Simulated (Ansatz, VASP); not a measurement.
## Two plane-wave programs on Si

```
Si
1.0
     0.00000    2.73479    2.73479
     2.73479    0.00000    2.73479
     2.73479    2.73479    0.00000
Si
2
Direct
  0.00000 0.00000 0.00000
  0.25000 0.25000 0.25000
```

Alike in both runs: functional PBE; k mesh 10 × 10 × 10; occupations gaussian, width 0.02 eV; no spin polarisation.

Ansatz relaxed the structure, and its values are those at the end. VASP's run is a single point on that final structure, the one shown.

```csv
,VASP,Ansatz
version,VASP 6.6.1,Ansatz 0.2.0
potentials or method,"VASP PAW PBE potentials, release 64 (Si), cutoff 500 eV","scalar-relativistic, plane waves, PAW"
valence electrons in the cell,8,8
```

Ansatz gave:

```
gap on the k mesh at the Fermi level (eV) : 0.62
least direct gap on the mesh (eV)         : 2.55
pressure (GPa)                            : 0.0
```

**Question.** What did VASP give for the same quantities?

**Answer.** gap on the k mesh at the Fermi level (eV): 0.62; least direct gap on the mesh (eV): 2.56; pressure (GPa): 0.0.

The functional is the same, so the differences come from potentials, cutoffs and numerics.
